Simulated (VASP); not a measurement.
# Hf (Fm-3m) in VASP: further runs

Runs on Hf. Level: PBE. Tasks: relaxation of cell and atoms.

All numbers are computed with VASP 6.6.1; they aren't measurements. Logs are shortened: lines on timing, memory, paths and dates and some standing lists are left out, and cuts for length are marked.

## (1) The cell of the first run

It takes space group Fm-3m (No. 225, cubic). Conventional cell: a = 4.343 Å, b = 4.343 Å, c = 4.343 Å, α = 90.00°, β = 90.00°, γ = 90.00°. Hf (site symmetry m-3m) has 12 Hf at 3.07 Å within 4.0 Å.

## (2) Relaxation of cell and atoms, PBE, target pressure 12 GPa, at which the enthalpy is minimised

File INCAR:

```
SYSTEM = Hf
PREC = Accurate
ENCUT = 600
EDIFF = 1E-7
ISMEAR = -1
SIGMA = 0.08
LREAL = .False.
LASPH = .True.
NELM = 100
ALGO = Normal
ISIF = 3
LWAVE = .False.
LCHARG = .False.
GGA = PE
IBRION = 2
NSW = 60
EDIFFG = -0.005
PSTRESS = 120.0
```

File KPOINTS:

```
Automatic mesh
0
Gamma
  15 15 15
  0 0 0
```

File POSCAR:

```
Hf
1.0
    0.0000000000      2.1713053751      2.1713053751
    2.1713053751      0.0000000000      2.1713053751
    2.1713053751      2.1713053751      0.0000000000
Hf
1
Direct
    0.0000000000      0.0000000000      0.0000000000
```

Potentials or basis: VASP PAW PBE potentials, release 64 (Hf_pv).

The run is started by

```sh
> cat potpaw_PBE.64/Hf_pv/POTCAR > POTCAR
> mpirun -np 1 vasp_std > vasp.out
```

OUTCAR:

```text
SYSTEM = Hf
   PREC = Accurate
   ENCUT = 600
   EDIFF = 1E-7
   ISMEAR = -1
   LREAL = .False.
   LASPH = .True.
   NELM = 100
   ISIF = 3
   GGA = PE
   IBRION = 2
   NSW = 60
   EDIFFG = -0.005
   PSTRESS = 120.0

 ion  position               nearest neighbor table
   1  0.000  0.000  0.000-

  LATTYP: Found a face centered cubic cell.
 ALAT       =     4.3426107502

  Lattice vectors:

 A1 = (   0.0000000000,   2.1713053751,   2.1713053751)
 A2 = (   2.1713053751,   0.0000000000,   2.1713053751)
 A3 = (   2.1713053751,   2.1713053751,   0.0000000000)

Analysis of symmetry for initial positions (statically):
=====================================================================
 Subroutine PRICEL returns:
 Original cell was already a primitive cell.

 Routine SETGRP: Setting up the symmetry group for a
 face centered cubic supercell.

 Subroutine GETGRP returns: Found 48 space group operations
 (whereof 48 operations were pure point group operations)
 out of a pool of 48 trial point group operations.

The static configuration has the point symmetry O_h .

Analysis of symmetry for dynamics (positions and initial velocities):
=====================================================================
 Subroutine PRICEL returns:
 Original cell was already a primitive cell.

 Routine SETGRP: Setting up the symmetry group for a
 face centered cubic supercell.

 Subroutine GETGRP returns: Found 48 space group operations
 (whereof 48 operations were pure point group operations)
 out of a pool of 48 trial point group operations.

The dynamic configuration has the point symmetry O_h .

 Subroutine INISYM returns: Found 48 space group operations
 (whereof 48 operations are pure point group operations),
 and found     1 'primitive' translations

----------------------------------------------------------------------------------------

                                     Primitive cell

  volume of cell :      20.4735

  direct lattice vectors                    reciprocal lattice vectors
     0.000000000  2.171305375  2.171305375    -0.230276223  0.230276223  0.230276223
     2.171305375  0.000000000  2.171305375     0.230276223 -0.230276223  0.230276223
     2.171305375  2.171305375  0.000000000     0.230276223  0.230276223 -0.230276223

  length of vectors
     3.070689510  3.070689510  3.070689510     0.398850117  0.398850117  0.398850117

  position of ions in fractional coordinates (direct lattice)
     0.000000000  0.000000000  0.000000000

  ion indices of the primitive-cell ions
   primitive index   ion index
                 1           1

----------------------------------------------------------------------------------------

 KPOINTS: Automatic mesh

Automatic generation of k-mesh.
 Grid dimensions read from file:
 generate k-points for:   15   15   15

 Generating k-lattice:

  Cartesian coordinates                     Fractional coordinates (reciprocal lattice)
    -0.015351748  0.015351748  0.015351748     0.066666667  0.000000000  0.000000000
     0.015351748 -0.015351748  0.015351748     0.000000000  0.066666667  0.000000000
     0.015351748  0.015351748 -0.015351748     0.000000000  0.000000000  0.066666667

  Length of vectors
     0.026590008  0.026590008  0.026590008

  Shift w.r.t. Gamma in fractional coordinates (k-lattice)
     0.000000000  0.000000000  0.000000000

 Subroutine IBZKPT returns following result:
 ===========================================

 Found    120 irreducible k-points:

 Following reciprocal coordinates:
            Coordinates               Weight
  0.000000  0.000000  0.000000      1.000000
  0.066667  0.000000  0.000000      8.000000
  0.133333  0.000000  0.000000      8.000000
  0.200000  0.000000  0.000000      8.000000
  0.266667  0.000000  0.000000      8.000000
  0.333333  0.000000  0.000000      8.000000
[... 16 lines left out ...]
  0.133333  0.133333  0.000000      6.000000
  0.200000  0.133333  0.000000     24.000000
 [... further k-points ...]
   k-points           NKPTS =    120   k-points in BZ     NKDIM =    120   number of bands    NBANDS=      9
   number of dos      NEDOS =    301   number of ions     NIONS =      1
   total plane-waves  NPLWV =  21952
   dimension x,y,z NGX =    28 NGY =   28 NGZ =   28
   dimension x,y,z NGXF=    56 NGYF=   56 NGZF=   56
   ions per type =               1
   NGX,Y,Z   is equivalent  to a cutoff of  15.16, 15.16, 15.16 a.u.
   NGXF,Y,Z  is equivalent  to a cutoff of  30.32, 30.32, 30.32 a.u.
 SYSTEM =  Hf
   PREC   = accura    normal or accurate (medium, high low for compatibility)
   ISTART =      0    job   : 0-new  1-cont  2-samecut
   ICHARG =      2    charge: 1-file 2-atom 10-const
   ISPIN  =      1    spin polarized calculation?
   LNONCOLLINEAR =      F non collinear calculations
   LSORBIT =      F    spin-orbit coupling
   LASPH  =      T    aspherical Exc in radial PAW
   ENCUT  =  600.0 eV  44.10 Ry    6.64 a.u.   6.13  6.13  6.13*2*pi/ulx,y,z
   NELM   =    100;   NELMIN=  2; NELMDL= -5     # of ELM steps
   EDIFF  = 0.1E-06   stopping-criterion for ELM
   LREAL  =      F    real-space projection
   EDIFFG = -.5E-02   stopping-criterion for IOM
   NSW    =     60    number of steps for IOM
   IBRION =      2    ionic relax: 0-MD 1-quasi-New 2-CG
   NFREE  =      1    steps in history (QN), initial steepest desc. (CG)
   ISIF   =      3    stress and relaxation
   ISYM   =      2    0-nonsym 1-usesym 2-fastsym
   POTIM  = 0.5000    time-step for ionic-motion
   TEBEG  =    0.0;   TEEND  =   0.0 temperature during run
   PSTRESS=  120.0 pullay stress
   NELECT =      10.0000    total number of electrons
   NUPDOWN=      -1.0000    fix difference up-down
   EMIN   =  10.00;   EMAX   =-10.00  energy-range for DOS
   EFERMI =   0.00;   METHOD = LEGACY
   ISMEAR =    -1;   SIGMA  =   0.08  broadening in eV -4-tet -1-fermi 0-gaus
   EFERMI_NEDOS =   21; number of points for ismear=-14 and -15
   IALGO  =     38    algorithm
   IMIX   =      4    mixing-type and parameters
     AMIX     =   0.40;   BMIX     =  1.00
     AMIX_MAG =   1.60;   BMIX_MAG =  1.00
  volume/ion in A,a.u.               =      20.47       138.16
  Fermi-wavevector in a.u.,A,eV,Ry     =   1.289270  2.436367 22.615842  1.662217
  Thomas-Fermi vector in A             =   2.421173
   LORBIT       =      0    0 simple, 1 ext, 2 COOP (PROOUT), +10 PAW based schemes
   GGA     = PE    functional components
   LHFCALC =     F    Hartree Fock is set to
   AEXX    =    0.0000 exact exchange contribution
   IVDW    =     0    specifies the selected vdW correction
   LEPSILON=     F    determine dielectric tensor
   LRPA    =     F    only Hartree local field effects (RPA)
 conjugate gradient relaxation of ions
 non-spin polarized calculation
  energy-cutoff  :      600.00
  volume of cell :       20.47
 maximum number of plane-waves:       701
 NGX is ok and might be reduce to    28
   NGX = 13   NGY = 13   NGZ = 13

--------------------------------------- Ionic step        1  -------------------------------------------

 number of electron      10.0000001 magnetization

 Free energy of the ion-electron system (eV)
  ---------------------------------------------------
  ext. energy  EPLUGINS =         0.00000000
  ---------------------------------------------------
  free energy    TOTEN  =        -9.80364988 eV

  energy without entropy =       -9.77507544  energy(sigma->0) =       -9.78936266

------------------------ aborting loop because EDIFF is reached ----------------------------------------

  FORCE on cell =-STRESS in cart. coord.  units (eV):
  Direction    XX          YY          ZZ          XY          YZ          ZX
  --------------------------------------------------------------------------------------
  -------------------------------------------------------------------------------------
  Total        1.4368290      1.4368290      1.4368290     -0.0000000     -0.0000000     -0.0000000
  in kB      112.4405472    112.4405472    112.4405472     -0.0000000     -0.0000000     -0.0000000
  external PRESSURE =      -7.5594528 kB  Pullay stress =     120.0000000 kB

 VOLUME and BASIS-vectors are now :
 -----------------------------------------------------------------------------
  energy-cutoff  :      600.00
  volume of cell :       20.47
      direct lattice vectors                 reciprocal lattice vectors
     0.000000000  2.171305375  2.171305375    -0.230276223  0.230276223  0.230276223
     2.171305375  0.000000000  2.171305375     0.230276223 -0.230276223  0.230276223
     2.171305375  2.171305375  0.000000000     0.230276223  0.230276223 -0.230276223
[... 44 lines left out ...]
  FREE ENERGIE OF THE ION-ELECTRON SYSTEM (eV)
  ---------------------------------------------------
  free  energy   TOTEN  =        -9.7819211152 eV

  energy  without entropy=       -9.7536354789  energy(sigma->0) =       -9.76777830

  enthalpy is  TOTEN    =        -8.2698315908 eV   P V=        1.5120895244

--------------------------------------- Ionic step        3  -------------------------------------------

 number of electron      10.0000001 magnetization

 Free energy of the ion-electron system (eV)
  ---------------------------------------------------
  ext. energy  EPLUGINS =         0.00000000
  ---------------------------------------------------
  free energy    TOTEN  =        -9.79557277 eV

  energy without entropy =       -9.76710467  energy(sigma->0) =       -9.78133872

 E-fermi :   5.4218     XC(G=0): -11.7209

 val. band max:        5.4144533379   @ k =   0.2667   0.1333   0.0667
 cond. band min:       5.4473733110   @ k =   0.2667   0.0000   0.0000
 fundamental gap:      0.0329199731
 Fermi energy:         5.4217948829

 k-point     1 :       0.0000    0.0000    0.0000
  band No.  band energies     occupation
      1     -24.2494      2.00000
      2     -24.2494      2.00000
      3     -24.2494      2.00000
      4      -2.1078      2.00000
      5       6.8533      0.00000
      6       6.8533      0.00000
      7       6.8533      0.00000
      8       9.9984      0.00000
      9       9.9984      0.00000

 k-point     2 :       0.0667    0.0000    0.0000
  band No.  band energies     occupation
      1     -24.3016      2.00000
      2     -24.2558      2.00000
      3     -24.2558      2.00000
      4      -1.9332      2.00000
      5       6.6737      0.00000
      6       6.9371      0.00000
      7       6.9371      0.00000
      8       9.9001      0.00000
      9       9.9001      0.00000
[... 253 lines left out ...]
 k-point    24 :       0.2000    0.1333    0.0000
  band No.  band energies     occupation
      1     -24.5778      2.00000
      2     -24.3503      2.00000
      3     -24.3413      2.00000
      4      -0.6485      2.00000
      5       5.4669      0.72512
      6       7.5205      0.00000
      7       7.6780      0.00000
      8       8.4197      0.00000
      9      10.4861      0.00000

 [... further k-points ...]
[... 5 lines left out ...]
  --------------------------------------------------------------------------------------
  -------------------------------------------------------------------------------------
  Total        1.5255610      1.5255610      1.5255610      0.0000000      0.0000000     -0.0000000
  in kB      120.0373349    120.0373349    120.0373349      0.0000000      0.0000000     -0.0000000
  external PRESSURE =       0.0373349 kB  Pullay stress =     120.0000000 kB

 VOLUME and BASIS-vectors are now :
 -----------------------------------------------------------------------------
  energy-cutoff  :      600.00
  volume of cell :       20.36
      direct lattice vectors                 reciprocal lattice vectors
    -0.000000000  2.167361074  2.167361074    -0.230695294  0.230695294  0.230695294
     2.167361074 -0.000000000  2.167361074     0.230695294 -0.230695294  0.230695294
     2.167361074  2.167361074  0.000000000     0.230695294  0.230695294 -0.230695294

 POSITION                                       TOTAL-FORCE (eV/Angst)
 -----------------------------------------------------------------------------------
      0.00000     -0.00000      0.00000        -0.000000      0.000000     -0.000000
 -----------------------------------------------------------------------------------
    total drift:                                0.000000     -0.000000     -0.000000

  FREE ENERGIE OF THE ION-ELECTRON SYSTEM (eV)
  ---------------------------------------------------
  free  energy   TOTEN  =        -9.7955727710 eV

  energy  without entropy=       -9.7671046654  energy(sigma->0) =       -9.78133872

  enthalpy is  TOTEN    =        -8.2704863069 eV   P V=        1.5250864641

 reached required accuracy - stopping structural energy minimisation
```

Run time: 53 s. Hardware: 1 thread of Intel Xeon Platinum 8375C at 2.90GHz (Ice Lake), shared host; peak memory 0.18 GiB.

Results:

```yaml
Free_energy: -9.7956 eV
Relaxed_volume: 20.36 Å³/atom
Relaxed_cell: a = 3.065 Å, b = 3.065 Å, c = 3.065 Å, α = 60.00°, β = 60.00°, γ = 60.00°
Space_group_after_relaxing_to_0.05_Å: Fm-3m (No. 225)
Energy_change_on_relaxing_the_enthalpy_is_what_falls: +8.1 meV/atom
Ionic_steps: 3
Pressure_after_relaxing: 12.0 GPa
Band_gap_on_the_k_mesh: zero (band 5 reaches 6.85 eV, above the bottom of band 6 at 4.86 eV)
```

Step by step:
```
step  energy change (eV)  largest force (eV/Å)  pressure (GPa)  volume (Å³)
   1              0.0000                0.0000           11.24        20.47
   2              0.0217                0.0000           13.22        20.19
   3              0.0081                0.0000           12.00        20.36
```

Final structure:
```
Hf
1.0
     0.00000    2.16736    2.16736
     2.16736    0.00000    2.16736
     2.16736    2.16736    0.00000
Hf
1
Direct
  0.00000 0.00000 0.00000
```

Levels at points of the mesh, in eV from the Fermi level:
| k point | band 3 | band 4 | band 5 | band 6 | band 7 | band 8 |
| --- | --- | --- | --- | --- | --- | --- |
| (0.00, 0.00, 0.00) | -29.67 | -7.53 | 1.43 | 1.43 | 1.43 | 4.58 |

Caveat: the cell is relaxed towards a set pressure, so the enthalpy falls and the energy may rise; spin-orbit coupling is left out, which moves the levels of the heavy elements.

## (3) Relaxation of cell and atoms, PBE

This run uses another cell than the first one, of 22.56 Å³/atom, 1.102 times its volume.

File INCAR:

```
SYSTEM = Hf
PREC     = Accurate       ! precision mode
ENCUT    = 600            ! plane-wave cutoff, eV
EDIFF    = 1E-6           ! SCF threshold, eV
ISMEAR   = -1             ! smearing method
SIGMA    = 0.08           ! smearing width, eV
LREAL    = .False.        ! projectors in reciprocal space
LASPH    = .True.         ! aspherical terms in the spheres
NELM     = 100            ! most SCF steps
ALGO     = Normal         ! electronic algorithm
ISIF     = 3              ! what is computed and relaxed
LWAVE    = .False.        ! write WAVECAR
LCHARG   = .False.        ! write CHGCAR
GGA      = PE             ! functional
IBRION   = 2              ! ionic algorithm
NSW      = 60             ! ionic steps
EDIFFG   = -0.005         ! ionic threshold
```

File KPOINTS:

```
regular mesh
0
Gamma
  15 15 15
  0 0 0
```

File POSCAR:

```
Hf
1.0
    0.0000000000      2.2427254771      2.2427254771
    2.2427254771      0.0000000000      2.2427254771
    2.2427254771      2.2427254771      0.0000000000
Hf
1
Direct
    0.0000000000      0.0000000000      0.0000000000
```

Potentials or basis: VASP PAW PBE potentials, release 64 (Hf_pv).

The run is started by

```sh
> cat potpaw_PBE.64/Hf_pv/POTCAR > POTCAR
> mpirun -np 1 vasp_std > vasp.out
```

OUTCAR:

```text
SYSTEM = Hf
   PREC = Accurate
   ENCUT = 600
   EDIFF = 1E-6
   ISMEAR = -1
   LREAL = .False.
   LASPH = .True.
   NELM = 100
   ISIF = 3
   GGA = PE
   IBRION = 2
   NSW = 60
   EDIFFG = -0.005

 ion  position               nearest neighbor table
   1  0.000  0.000  0.000-

  LATTYP: Found a face centered cubic cell.
 ALAT       =     4.4854509542

  Lattice vectors:

 A1 = (   0.0000000000,   2.2427254771,   2.2427254771)
 A2 = (   2.2427254771,   0.0000000000,   2.2427254771)
 A3 = (   2.2427254771,   2.2427254771,   0.0000000000)

Analysis of symmetry for initial positions (statically):
=====================================================================
 Subroutine PRICEL returns:
 Original cell was already a primitive cell.

 Routine SETGRP: Setting up the symmetry group for a
 face centered cubic supercell.

 Subroutine GETGRP returns: Found 48 space group operations
 (whereof 48 operations were pure point group operations)
 out of a pool of 48 trial point group operations.

The static configuration has the point symmetry O_h .

Analysis of symmetry for dynamics (positions and initial velocities):
=====================================================================
[... 165 lines left out ...]
  Total       -0.0522821     -0.0522821     -0.0522821      0.0000000      0.0000000     -0.0000000
  in kB       -3.7128345     -3.7128345     -3.7128345      0.0000000      0.0000000     -0.0000000
  external PRESSURE =      -3.7128345 kB  Pullay stress =       0.0000000 kB
[... 57 lines left out ...]
--------------------------------------- Ionic step        3  -------------------------------------------

 number of electron      10.0000001 magnetization

 Free energy of the ion-electron system (eV)
  ---------------------------------------------------
  ext. energy  EPLUGINS =         0.00000000
  ---------------------------------------------------
  free energy    TOTEN  =        -9.86978417 eV

  energy without entropy =       -9.83944356  energy(sigma->0) =       -9.85461386

 E-fermi :   4.7111     XC(G=0): -11.2646

 val. band max:        4.7036294154   @ k =  -0.3333   0.2667   0.0000
 cond. band min:       4.7159754743   @ k =  -0.3333   0.3333   0.1333
 fundamental gap:      0.0123460589
 Fermi energy:         4.7111207169

 k-point     1 :       0.0000    0.0000    0.0000
  band No.  band energies     occupation
      1     -25.3233      2.00000
      2     -25.3233      2.00000
      3     -25.3233      2.00000
      4      -2.4863      2.00000
      5       6.1097      0.00000
      6       6.1097      0.00000
      7       6.1097      0.00000
      8       8.8832      0.00000
      9       8.8832      0.00000
[... 265 lines left out ...]
 k-point    24 :       0.2000    0.1333    0.0000
  band No.  band energies     occupation
      1     -25.5559      2.00000
      2     -25.3961      2.00000
      3     -25.3896      2.00000
      4      -1.1777      2.00000
      5       4.8829      0.20912
      6       6.7034      0.00000
      7       6.8312      0.00000
      8       7.5146      0.00000
      9       9.3158      0.00000

 [... further k-points ...]
[... 5 lines left out ...]
  --------------------------------------------------------------------------------------
  -------------------------------------------------------------------------------------
  Total        0.0011179      0.0011179      0.0011179      0.0000000      0.0000000      0.0000000
  in kB        0.0796839      0.0796839      0.0796839      0.0000000      0.0000000      0.0000000
  external PRESSURE =       0.0796839 kB  Pullay stress =       0.0000000 kB
[... 16 lines left out ...]
  FREE ENERGIE OF THE ION-ELECTRON SYSTEM (eV)
  ---------------------------------------------------
  free  energy   TOTEN  =        -9.8697841669 eV

  energy  without entropy=       -9.8394435612  energy(sigma->0) =       -9.85461386

 reached required accuracy - stopping structural energy minimisation
```

Wall time 24 s (1 thread of Intel Xeon 6975P-C (Granite Rapids), shared host); peak memory 0.18 GiB.

Results:

```
Free energy                            : -9.8698 eV
Relaxed volume                         : 22.48 Å³/atom
Relaxed cell                           : a = 3.168 Å, b = 3.168 Å, c = 3.168 Å, α = 60.00°, β = 60.00°, γ = 60.00°
Space group after relaxing (to 0.05 Å) : Fm-3m (No. 225)
Energy gained by relaxing              : 0.1 meV/atom
Ionic steps                            : 3
Pressure after relaxing                : 0.0 GPa
Band gap on the k mesh                 : zero (band 5 reaches 6.11 eV, above the bottom of band 6 at 4.30 eV)
```

Step by step:
```csv
step,energy change (eV),largest force (eV/Å),pressure (GPa),volume (Å³)
1,0.0000,0.0000,-0.37,22.56
2,0.0000,0.0000,0.41,22.39
3,-0.0001,0.0000,0.01,22.48
```

Final structure:
```yaml
crystal:
  lattice:
    - [0.00000, 2.23992, 2.23992]
    - [2.23992, 0.00000, 2.23992]
    - [2.23992, 2.23992, 0.00000]
  atoms:
    - { symbol: Hf, position: [0.00000, 0.00000, 0.00000] }
```

Levels at points of the mesh, in eV from the Fermi level:
| k point | band 1 | band 2 | band 3 | band 4 | band 5 | band 6 | band 7 | band 8 | band 9 |
| --- | --- | --- | --- | --- | --- | --- | --- | --- | --- |
| (0.00, 0.00, 0.00) | -30.03 | -30.03 | -30.03 | -7.20 | 1.40 | 1.40 | 1.40 | 4.17 | 4.17 |

Caveat: spin-orbit coupling is left out, which moves the levels of the heavy elements.
